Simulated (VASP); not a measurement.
Input of a VASP 6.6.1 run:

INCAR

```
ALGO = Normal
EDIFF = 1E-6
ENCUT = 520
GGA = PE
ISIF = 2
ISMEAR = 0
LASPH = T
LCHARG = T
LELF = T
LREAL = F
LVHAR = T
LWAVE = F
NBANDS = 24
NELM = 60
PREC = Accurate
SIGMA = 0.1
```

The input KPOINTS:

```
k-points
0
Gamma
  4 4 4
```

The input POSCAR:

```
BSe2
1.0
    4.2182679303      0.0000000000      0.0000000000
    0.0000000000      4.2182679303      0.0000000000
    0.0000000000      0.0000000000      5.8343903809
B Se
2 4
Direct
    0.0000000000      0.5000000000      0.8705905109
    0.5000000000      0.0000000000      0.1294094891
    0.0000000000      0.0000000000      0.0000000000
    0.5000000000      0.5000000000      0.0000000000
    0.0000000000      0.5000000000      0.5208715512
    0.5000000000      0.0000000000      0.4791284488
```

Potentials or basis: VASP PAW PBE potentials, release 64 (B, Se).

Command:

```bash
$ cat potpaw_PBE.64/B/POTCAR potpaw_PBE.64/Se/POTCAR > POTCAR
$ mpirun -np 1 vasp_std > vasp.out
```

Q: Estimate the largest force.

A: 0.022 eV/Å.

Q: What does it give for the band gap on the k mesh?

A: Zero (band 15 reaches 7.04 eV, above the bottom of band 16 at 3.35 eV).

Q: Predict the pressure.

A: 0.1 GPa.

Forces in eV/Å, atoms in the order of the input:
```
B    0.000  0.000  0.015
B    0.000  0.000 -0.015
Se   0.000  0.000  0.000
Se   0.000  0.000  0.000
Se   0.000  0.000 -0.022
Se   0.000  0.000  0.022
```

Caveat: the k points lie up to 0.37 Å⁻¹ apart.
